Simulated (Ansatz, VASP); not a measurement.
## CaSe in VASP and in Ansatz

File POSCAR:

```
CaSe
1.0
    3.6347849189      0.0000000000      0.0000000000
    0.0000000000      3.6347849189      0.0000000000
    0.0000000000      0.0000000000      3.4584978503
Ca Se
1 1
Direct
    0.0000000000      0.0000000000      0.0000000000
    0.5000000000      0.5000000000      0.5000000000
```

INCAR.step1

```
  ALGO = Normal
  EDIFF = 1E-4
  ENCUT = 520
  GGA = PE
  ISMEAR = 0
  LASPH = True
  LCHARG = False
  LREAL = False
  LWAVE = True
  NBANDS = 15
  NELM = 80
  PREC = Accurate
  SIGMA = 0.01
```

Contents of INCAR.step2:

```
  ALGO = Normal
  EDIFF = 1E-6
  ENCUT = 520
  ISIF = 2
  ISMEAR = 0
  ISTART = 1
  LASPH = True
  LCHARG = False
  LMIXTAU = True
  LREAL = False
  LWAVE = False
  METAGGA = R2SCAN
  NBANDS = 15
  NELM = 80
  PREC = Accurate
  SIGMA = 0.01
```

Contents of KPOINTS:

```
k-points
0
Gamma
  8 8 8
```

Input for Ansatz:

```yaml
crystal:
  lattice:
    - [3.6347849189, 0.0, 0.0]
    - [0.0, 3.6347849189, 0.0]
    - [0.0, 0.0, 3.4584978503]
  atoms:
    - { symbol: Ca, position: [0.0, 0.0, 0.0] }
    - { symbol: Se, position: [0.5, 0.5, 0.5] }
kpoints:
  mp_grid: { grid: [8, 8, 8] }
  band_path:
    path: [[0.0, 0.0, 0.0], [0.0, 0.5, 0.0], [0.5, 0.5, 0.0], [0.5, 0.5, 0.5]]
    npoints: 1
hamiltonian:
  xc: r2scan
scf:
  occupations: { method: fixed }
  n_extra_bands: 4
output:
  forces: true
  stress: true
  eigenvalues: true
```

Change from the starting cell: uniaxial_z strain -4.8%.

Alike in both runs: task single point; functional r2SCAN; k mesh 8 × 8 × 8; no spin polarisation.

```csv
,VASP,Ansatz
version,VASP 6.6.1,Ansatz 0.2.0
potentials or method,"VASP PAW PBE potentials, release 64 (Ca_sv, Se)","plane waves, PAW"
plane-wave cutoff (eV),520,500
occupations,"gaussian, width 0.01 eV",fixed
valence electrons in the cell,16,26
```

|  | VASP | Ansatz | Ansatz less VASP |
| --- | --- | --- | --- |
| gap on the k mesh at the Fermi level (eV) | 0.62 | 0.61 | -0.006 |
| pressure (GPa) | 3.3 | 3.0 | -0.28 |
| traceless stress, the component that is largest in VASP (GPa) | 6.12 | 6.13 | +0.008 |

VASP's potentials were made for PBE, not for r2SCAN. VASP's potentials hold 16 valence electrons a cell and Ansatz's 26, so a difference there can come from the potentials and not from the codes.
